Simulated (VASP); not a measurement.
# RbBr (R3m) in VASP: a series of runs, part 2 of 2

VASP 6.6.1.

## Step 3: Single point, PBE

This run uses another cell than the first one, of 59.05 Å³/atom, 1.038 times its volume.

Contents of INCAR:

```
SYSTEM = RbBr
ALGO = Normal ; EDIFF = 1E-6
ENCUT = 520 ; GGA = PE
ISIF = 2 ; ISMEAR = 0
LASPH = .TRUE. ; LCHARG = .FALSE.
LREAL = .FALSE. ; LWAVE = .FALSE.
NBANDS = 15 ; NELM = 100
PREC = Accurate ; SIGMA = 0.02
```

Contents of KPOINTS:

```
k-points
0
G
  6 6 6
  0 0 0
```

Contents of POSCAR:

```
RbBr
1.0
    2.7487236477      1.5869763396      4.5125047751
   -2.7487236477      1.5869763396      4.5125047751
    0.0000000000     -3.1739526742      4.5125047769
Rb Br
1 1
Direct
   -0.0002110578     -0.0002110578     -0.0002110578
    0.2489676778      0.2489676778      0.2489676778
```

Potentials or basis: VASP PAW PBE potentials, release 64 (Rb_sv, Br).

The run is started by

```bash
$ cat potpaw_PBE.64/Rb_sv/POTCAR potpaw_PBE.64/Br/POTCAR > POTCAR
$ mpirun -np 1 vasp_std > vasp.out
```

OUTCAR:

```text
SYSTEM = RbBr
   EDIFF = 1E-6
   ENCUT = 520
   GGA = PE
   ISIF = 2
   ISMEAR = 0
   LASPH = .TRUE.
   LREAL = .FALSE.
   NELM = 100
   PREC = Accurate

 ion  position               nearest neighbor table
   1  1.000  1.000  1.000-   2 3.37   2 3.37   2 3.37   2 3.37
   2  0.249  0.249  0.249-   1 3.37   1 3.37   1 3.37   1 3.37

  LATTYP: Found a trigonal (rhomboedric) cell.
 ALAT       =     5.5169443480
 COS(alpha) =     0.5035277864

  Lattice vectors:

 A1 = (   2.7487236477,   1.5869763396,   4.5125047751)
 A2 = (  -2.7487236477,   1.5869763396,   4.5125047751)
 A3 = (   0.0000000000,  -3.1739526742,   4.5125047769)

Analysis of symmetry for initial positions (statically):
=====================================================================
 Subroutine PRICEL returns:
 Original cell was already a primitive cell.

 Routine SETGRP: Setting up the symmetry group for a
 trigonal (rhombohedral) supercell.

 Subroutine GETGRP returns: Found  6 space group operations
 (whereof  6 operations were pure point group operations)
 out of a pool of 12 trial point group operations.

The static configuration has the point symmetry C_3v.

Analysis of symmetry for dynamics (positions and initial velocities):
=====================================================================
 Subroutine PRICEL returns:
 Original cell was already a primitive cell.

 Routine SETGRP: Setting up the symmetry group for a
 trigonal (rhombohedral) supercell.

 Subroutine GETGRP returns: Found  6 space group operations
 (whereof  6 operations were pure point group operations)
 out of a pool of 12 trial point group operations.

The dynamic configuration has the point symmetry C_3v.

 Subroutine INISYM returns: Found  6 space group operations
 (whereof  6 operations are pure point group operations),
 and found     1 'primitive' translations

----------------------------------------------------------------------------------------

                                     Primitive cell

  volume of cell :     118.1056

  direct lattice vectors                    reciprocal lattice vectors
     2.748723648  1.586976340  4.512504775     0.181902608  0.105021520  0.073868805
    -2.748723648  1.586976340  4.512504775    -0.181902608  0.105021520  0.073868805
     0.000000000 -3.173952674  4.512504777     0.000000000 -0.210043039  0.073868805

  length of vectors
     5.516944348  5.516944348  5.516944348     0.222653719  0.222653719  0.222653719

  position of ions in fractional coordinates (direct lattice)
     0.999788942  0.999788942  0.999788942
     0.248967678  0.248967678  0.248967678

  ion indices of the primitive-cell ions
   primitive index   ion index
                 1           1
                 2           2

----------------------------------------------------------------------------------------

 KPOINTS: k-points

Automatic generation of k-mesh.
 Grid dimensions read from file:
[... 25 lines left out ...]
  0.500000  0.000000  0.000000      3.000000
  0.166667  0.166667  0.000000      6.000000
  0.333333  0.166667  0.000000     12.000000
[... 16 lines left out ...]
  0.500000  0.500000  0.166667      6.000000
 -0.333333  0.500000  0.166667     12.000000
 [... further k-points ...]
   k-points           NKPTS =     32   k-points in BZ     NKDIM =     32   number of bands    NBANDS=     15
   number of dos      NEDOS =    301   number of ions     NIONS =      2
   total plane-waves  NPLWV =  74088
   dimension x,y,z NGX =    42 NGY =   42 NGZ =   42
   dimension x,y,z NGXF=    84 NGYF=   84 NGZF=   84
   ions per type =               1   1
   NGX,Y,Z   is equivalent  to a cutoff of  12.66, 12.66, 12.66 a.u.
   NGXF,Y,Z  is equivalent  to a cutoff of  25.31, 25.31, 25.31 a.u.
 SYSTEM =  RbBr
   PREC   = accura    normal or accurate (medium, high low for compatibility)
   ISTART =      0    job   : 0-new  1-cont  2-samecut
   ICHARG =      2    charge: 1-file 2-atom 10-const
   ISPIN  =      1    spin polarized calculation?
   LNONCOLLINEAR =      F non collinear calculations
   LSORBIT =      F    spin-orbit coupling
   LASPH  =      T    aspherical Exc in radial PAW
   ENCUT  =  520.0 eV  38.22 Ry    6.18 a.u.  10.26 10.26 10.26*2*pi/ulx,y,z
   NELM   =    100;   NELMIN=  2; NELMDL= -5     # of ELM steps
   EDIFF  = 0.1E-05   stopping-criterion for ELM
   LREAL  =      F    real-space projection
   EDIFFG = 0.1E-04   stopping-criterion for IOM
   NSW    =      0    number of steps for IOM
   IBRION =     -1    ionic relax: 0-MD 1-quasi-New 2-CG
   NFREE  =      0    steps in history (QN), initial steepest desc. (CG)
   ISIF   =      2    stress and relaxation
   ISYM   =      2    0-nonsym 1-usesym 2-fastsym
   POTIM  = 0.5000    time-step for ionic-motion
   TEBEG  =    0.0;   TEEND  =   0.0 temperature during run
   PSTRESS=    0.0 pullay stress
   NELECT =      16.0000    total number of electrons
   NUPDOWN=      -1.0000    fix difference up-down
   EMIN   =  10.00;   EMAX   =-10.00  energy-range for DOS
   EFERMI =   0.00;   METHOD = LEGACY
   ISMEAR =     0;   SIGMA  =   0.02  broadening in eV -4-tet -1-fermi 0-gaus
   EFERMI_NEDOS =   21; number of points for ismear=-14 and -15
   IALGO  =     38    algorithm
   IMIX   =      4    mixing-type and parameters
     AMIX     =   0.40;   BMIX     =  1.00
     AMIX_MAG =   1.60;   BMIX_MAG =  1.00
  volume/ion in A,a.u.               =      59.05       398.51
  Fermi-wavevector in a.u.,A,eV,Ry     =   0.840797  1.588877  9.618505  0.706940
  Thomas-Fermi vector in A             =   1.955238
   LORBIT       =      0    0 simple, 1 ext, 2 COOP (PROOUT), +10 PAW based schemes
   GGA     = PE    functional components
   LHFCALC =     F    Hartree Fock is set to
   AEXX    =    0.0000 exact exchange contribution
   IVDW    =     0    specifies the selected vdW correction
   LEPSILON=     F    determine dielectric tensor
   LRPA    =     F    only Hartree local field effects (RPA)
 non-spin polarized calculation
 Gauss-broadening in eV      SIGMA  =   0.02
  energy-cutoff  :      520.00
  volume of cell :      118.11
 maximum number of plane-waves:      3214
 NGX is ok and might be reduce to    42
   NGX = 21   NGY = 21   NGZ = 21

 number of electron      16.0000000 magnetization

 Free energy of the ion-electron system (eV)
  ---------------------------------------------------
  ext. energy  EPLUGINS =         0.00000000
  ---------------------------------------------------
  free energy    TOTEN  =        -5.92900836 eV

  energy without entropy =       -5.92900836  energy(sigma->0) =       -5.92900836

 E-fermi :  -2.9425     XC(G=0):  -5.6738

 val. band max:       -3.1211367400   @ k =   0.5000   0.5000   0.0000
 cond. band min:       0.9252612182   @ k =   0.0000   0.0000   0.0000
 fundamental gap:      4.0463979583
 Fermi energy:        -2.9425444883

 k-point     1 :       0.0000    0.0000    0.0000
  band No.  band energies     occupation
      1     -27.7587      2.00000
      2     -14.9867      2.00000
      3     -11.8623      2.00000
      4     -11.8623      2.00000
      5     -11.8618      2.00000
      6      -3.2062      2.00000
      7      -3.2004      2.00000
      8      -3.2004      2.00000
      9       0.9253      0.00000
     10       5.0043      0.00000
     11       5.0043      0.00000
     12       5.9378      0.00000
     13       5.9378      0.00000
     14       5.9501      0.00000
[... 401 lines left out ...]
      2     -15.0399      2.00000
      3     -11.8973      2.00000
      4     -11.8894      2.00000
      5     -11.7710      2.00000
      6      -3.4181      2.00000
      7      -3.2077      2.00000
      8      -3.1238      2.00000
      9       2.8779      0.00000
     10       3.5791      0.00000
     11       5.1396      0.00000
     12       5.4052      0.00000
     13       5.6488      0.00000
     14       5.8612      0.00000
     15       6.7141      0.00000

 [... further k-points ...]

------------------------ aborting loop because EDIFF is reached ----------------------------------------

  FORCE on cell =-STRESS in cart. coord.  units (eV):
  Direction    XX          YY          ZZ          XY          YZ          ZX
  --------------------------------------------------------------------------------------
  -------------------------------------------------------------------------------------
  Total        0.0221845      0.0221845      0.0082172      0.0000000     -0.0000000      0.0000000
  in kB        0.3009465      0.3009465      0.1114716      0.0000000     -0.0000000      0.0000000
  external PRESSURE =       0.2377882 kB  Pullay stress =       0.0000000 kB

 VOLUME and BASIS-vectors are now :
 -----------------------------------------------------------------------------
  energy-cutoff  :      520.00
  volume of cell :      118.11
      direct lattice vectors                 reciprocal lattice vectors
     2.748723648  1.586976340  4.512504775     0.181902608  0.105021520  0.073868805
    -2.748723648  1.586976340  4.512504775    -0.181902608  0.105021520  0.073868805
     0.000000000 -3.173952674  4.512504777     0.000000000 -0.210043039  0.073868805

 POSITION                                       TOTAL-FORCE (eV/Angst)
 -----------------------------------------------------------------------------------
      0.00000      0.00000     13.53466         0.000000     -0.000000     -0.000616
      0.00000      0.00000      3.37040         0.000000      0.000000      0.000616
 -----------------------------------------------------------------------------------
    total drift:                                0.000000      0.000000      0.000040

  FREE ENERGIE OF THE ION-ELECTRON SYSTEM (eV)
  ---------------------------------------------------
  free  energy   TOTEN  =        -5.9290083556 eV

  energy  without entropy=       -5.9290083556  energy(sigma->0) =       -5.92900836
```

OSZICAR:

```text
N       E                     dE             d eps       ncg     rms          rms(c)
DAV:   1     0.923818820928E+02    0.92382E+02   -0.59293E+03   960   0.854E+02
DAV:   2     0.256099344646E+01   -0.89821E+02   -0.81069E+02  1305   0.158E+02
DAV:   3    -0.605083326783E+01   -0.86118E+01   -0.85659E+01  1289   0.508E+01
DAV:   4    -0.633022495560E+01   -0.27939E+00   -0.27933E+00  1497   0.883E+00
DAV:   5    -0.633238036262E+01   -0.21554E-02   -0.21554E-02  1289   0.839E-01    0.279E+00
DAV:   6    -0.595577200343E+01    0.37661E+00   -0.46938E-01  1254   0.271E+00    0.181E+00
DAV:   7    -0.590188548193E+01    0.53887E-01   -0.23726E-01  1289   0.197E+00    0.948E-01
DAV:   8    -0.592401056814E+01   -0.22125E-01   -0.24514E-02  1200   0.823E-01    0.154E-01
DAV:   9    -0.592727088444E+01   -0.32603E-02   -0.35729E-03  1093   0.271E-01    0.120E-01
DAV:  10    -0.592896048829E+01   -0.16896E-02   -0.10712E-03   960   0.206E-01    0.233E-02
DAV:  11    -0.592899574700E+01   -0.35259E-04   -0.10769E-04  1247   0.536E-02    0.958E-03
DAV:  12    -0.592900812594E+01   -0.12379E-04   -0.24458E-05   974   0.361E-02    0.243E-03
DAV:  13    -0.592900835557E+01   -0.22962E-06   -0.46195E-07  1098   0.470E-03
   1 F= -.59290084E+01 E0= -.59290084E+01  d E =-.524131E-38
```

stdout:

```text
POSCAR found type information on POSCAR RbBr
 POSCAR found :  2 types and       2 ions
 scaLAPACK will be used
 LDA part: xc-table for (Slater+PW92), standard interpolation
 POSCAR, INCAR and KPOINTS ok, starting setup
 FFT: planning ... GRIDC
 FFT: planning ... GRID_SOFT
 FFT: planning ... GRID
 WAVECAR not read
 entering main loop
```

Wall time 1.8 min (1 thread of Intel Xeon Platinum 8259CL at 2.50GHz (Skylake/Cascade Lake), shared host); peak memory 0.27 GiB.

What came out:

| Item | Value |
| --- | --- |
| Free energy | -5.9290 eV |
| Pressure | 0.0 GPa |
| Band gap on the k mesh | 4.05 eV, indirect (least direct gap 4.13 eV) |

## Step 4: Relaxation of cell and atoms, PBE

Contents of INCAR:

```
SYSTEM = RbBr
PREC = Accurate
ENCUT = 600
EDIFF = 1E-6
ISMEAR = 0
SIGMA = 0.02
LREAL = .FALSE.
LASPH = .TRUE.
NELM = 80
ALGO = Normal
ISIF = 3
LWAVE = .FALSE.
LCHARG = .FALSE.
GGA = PE
IBRION = 2
NSW = 100
EDIFFG = -0.01
```

Contents of KPOINTS:

```
regular mesh
0
G
  6 6 6
  0 0 0
```

Contents of POSCAR:

```
RbBr
1.0
    2.7127026300      1.5661796000      4.4632471300
   -2.7127026300      1.5661796000      4.4632471300
    0.0000000000     -3.1323591900      4.4632471300
Rb Br
1 1
Direct
    0.0000000000      0.0000000000      0.0000000000
    0.2487566200      0.2487566200      0.2487566200
```

The run is started by

```bash
$ cat potpaw_PBE.64/Rb_sv/POTCAR potpaw_PBE.64/Br/POTCAR > POTCAR
$ mpirun -np 1 vasp_std > vasp.out
```

Wall time 4 min (1 thread of Intel Xeon Platinum 8259CL at 2.50GHz (Skylake/Cascade Lake), shared host); peak memory 0.36 GiB.

Results (log left out):

```
Free energy                            : -5.9289 eV
Relaxed volume                         : 59.29 Å³/atom
Relaxed cell                           : a = 5.527 Å, b = 5.527 Å, c = 5.527 Å, α = 59.70°, β = 59.70°, γ = 59.70°
Space group after relaxing (to 0.05 Å) : F-43m (No. 216)
Energy gained by relaxing              : 2.6 meV/atom
Ionic steps                            : 4
Pressure after relaxing                : 0.0 GPa
Largest force after relaxing           : 0.003 eV/Å
Band gap on the k mesh                 : 4.04 eV, indirect (least direct gap 4.12 eV)
```

Forces in eV/Å, atoms in the order of the input:
```
Rb   0.000  0.000 -0.003
Br   0.000  0.000  0.003
```

Step by step:
```tsv
step	energy change (eV)	largest force (eV/Å)	pressure (GPa)	volume (Å³)
1	0.0000	0.0012	0.36	113.77
2	-0.0036	0.0023	0.19	115.88
3	-0.0047	0.0040	-0.10	119.99
4	-0.0051	0.0034	-0.01	118.58
```

Final structure:
```
Rb Br
1.0
     2.75099    1.58828    4.52316
    -2.75099    1.58828    4.52316
     0.00000   -3.17657    4.52316
Rb Br
1 1
Direct
  0.99999 0.99999 0.99999
  0.24877 0.24877 0.24877
```

Levels at points of the mesh, in eV from the valence-band top:
```csv
k point,band 4,band 5,band 6,band 7,band 8,band 9,band 10,band 11,band 12
"(0.00, 0.00, 0.00)",-8.75,-8.75,-0.09,-0.08,-0.08,4.04,8.12,8.12,9.04
"(0.50, 0.00, 0.00)",-8.76,-8.71,-0.29,-0.04,-0.04,6.20,6.44,7.73,7.79
"(0.50, 0.50, 0.00)",-8.78,-8.67,-0.38,0.00,0.00,5.90,6.70,8.28,8.83
"(0.50, 0.50, 0.50)",-8.76,-8.70,-0.29,-0.03,-0.03,6.20,6.41,7.76,7.76
```

## Step 5: Overview

```csv
task,cell,cutoff (eV),smearing,gap on the mesh (eV),pressure (GPa)
single point,"a = 5.453 Å, angles 59.7°, 2 atoms",520,gaussian 0.1 eV,4.10,0.4
single point,"a = 5.517 Å, angles 59.8°, 2 atoms",520,gaussian 0.02 eV,4.05,0.0
relaxation of cell and atoms,"relaxed from a = 5.453 Å, angles 59.7°, 2 atoms",600,gaussian 0.02 eV,4.04,0.0
```

Alike in all rows: level PBE; potentials or basis VASP PAW PBE potentials, release 64 (Rb_sv, Br); no spin polarisation; k mesh 6 × 6 × 6.

Absolute energies hang on the potentials; compare differences alone.
